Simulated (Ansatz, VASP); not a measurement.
**SrO: VASP beside Ansatz**

Contents of INCAR:

```
PREC     = Accurate       # precision mode
ENCUT    = 520            # plane-wave cutoff, eV
EDIFF    = 1E-7           # SCF threshold, eV
ISMEAR   = -1             # smearing method
SIGMA    = 0.02           # smearing width, eV
LREAL    = False          # projectors in reciprocal space
LASPH    = True           # aspherical terms in the spheres
NELM     = 80             # most SCF steps
ALGO     = Normal         # electronic algorithm
ISIF     = 2              # what is computed and relaxed
LWAVE    = False          # write WAVECAR
LCHARG   = True           # write CHGCAR
GGA      = PE             # functional
LELF     = True           # ELF
LVHAR    = True         
NBANDS   = 15             # bands
```

File KPOINTS:

```
Automatic mesh
0
Gamma
  8 8 8
```

Contents of POSCAR:

```
SrO
1.0
    0.0000000000      2.5798923523      2.6647708107
    2.5798923523      0.0000000000      2.6647708107
    2.5798923523      2.5798923523      0.0000000000
Sr O
1 1
Direct
    0.0000000000      0.0000000000      0.0000000000
    0.5000000000      0.5000000000      0.5000000000
```

Input for Ansatz:

```yaml
crystal:
  lattice:
    - [0.0, 2.5798923523, 2.6647708107]
    - [2.5798923523, 0.0, 2.6647708107]
    - [2.5798923523, 2.5798923523, 0.0]
  atoms:
    - { symbol: Sr, position: [0.0, 0.0, 0.0] }
    - { symbol: O, position: [0.5, 0.5, 0.5] }
kpoints:
  mp_grid: { grid: [8, 8, 8] }
  band_path:
    path:
      - [0.0, 0.0, 0.0]
      - [0.5, 0.0, 0.5]
      - [0.625, 0.25, 0.625]
      - [0.375, 0.375, 0.75]
      - [0.5, 0.5, 0.5]
      - [0.5, 0.25, 0.75]
    npoints: 1
hamiltonian:
  xc: pbe
scf:
  occupations: { method: fermi_dirac, width: 0.02 }
  n_extra_bands: 4
output:
  forces: true
  stress: true
  eigenvalues: true
```

Change from the starting cell: uniaxial_z strain +3.3%.

Alike in both runs: task single point; functional PBE; k mesh 8 × 8 × 8; occupations fermi-dirac, width 0.02 eV; no spin polarisation.

```csv
,VASP,Ansatz
version,VASP 6.6.1,Ansatz 0.2.0
potentials or method,"VASP PAW PBE potentials, release 64 (Sr_sv, O)","plane waves, PAW"
plane-wave cutoff (eV),520,420
valence electrons in the cell,16,16
```

```csv
,VASP,Ansatz,Ansatz less VASP
gap on the k mesh at the Fermi level (eV),3.22,3.27,+0.046
pressure (GPa),-0.3,-0.8,-0.48
"traceless stress, the component that is largest in VASP (GPa)",-2.28,-2.15,+0.127
```
